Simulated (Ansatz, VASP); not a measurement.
## One calculation of SnO, two programs

```
CELL_PARAMETERS angstrom
3.37178 0.00000 0.00000
0.00000 5.70247 0.00000
0.00000 0.00000 4.22197
ATOMIC_POSITIONS crystal
Sn 0.00000 0.23191 0.51314
Sn 0.50000 0.76809 0.01314
O 0.00000 0.89125 0.73686
O 0.50000 0.10875 0.23686
```

Change from the starting cell: strain +0.0050 x Voigt [1, 1, 0, 0, 0, 0], atoms carried along.

Alike in both runs: task single point; functional PBEsol; dispersion D3(BJ); k mesh 8 × 6 × 6; occupations gaussian, width 0.05 eV; no spin polarisation.

|  | VASP | Ansatz |
| --- | --- | --- |
| version | VASP 6.6.1 | Ansatz 0.2.0 |
| potentials or method | VASP PAW PBE potentials, release 64 (Sn_d, O), cutoff 520 eV | scalar-relativistic, plane waves, PAW |
| valence electrons in the cell | 40 | 40 |

VASP gave:

- gap on the k mesh at the Fermi level (eV): 1.34
- least direct gap on the mesh (eV): 2.00
- pressure (GPa): -5.1
- traceless stress, the component that is largest in VASP (GPa): -0.81
- rms of the force components (eV/Å): 0.214

Q: What did Ansatz give for the same quantities?

A: gap on the k mesh at the Fermi level (eV): 1.35; least direct gap on the mesh (eV): 2.01; pressure (GPa): -5.3; traceless stress, the component that is largest in VASP (GPa): -0.84; rms of the force components (eV/Å): 0.245.

VASP's potentials were made for PBE, not for PBEsol. Atom by atom the forces differ by 0.033 eV/Å (rms over components).
